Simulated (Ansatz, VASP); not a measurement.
One calculation of Mn, two programs

```
Mn
1.0
     2.48580    0.00000    0.00000
    -1.24290    2.15276    0.00000
     0.00000    0.00000    4.01560
Mn
2
Direct
  0.33333 0.66667 0.25000
  0.66667 0.33333 0.75000
```

Alike in both runs: task single point; functional PBEsol; k mesh 17 × 17 × 9; occupations fermi-dirac, width 0.1 eV; no spin polarisation.

```csv
,VASP,Ansatz
version,VASP 6.6.1,Ansatz 0.2.0
potentials or method,"VASP PAW PBE potentials, release 64 (Mn_pv), cutoff 520 eV","plane waves (420 eV) with PAW, scalar-relativistic"
valence electrons in the cell,26,30
```

```tsv
	VASP	Ansatz	Ansatz less VASP
pressure (GPa)	-11.1	-11.1	+0.06
traceless stress, the component that is largest in VASP (GPa)	-0.19	-0.09	+0.101
```

VASP's potentials were made for PBE, not for PBEsol, and Ansatz warns of the same on its side. VASP's potentials hold 26 valence electrons a cell and Ansatz's 30, so a difference there can come from the potentials and not from the codes.
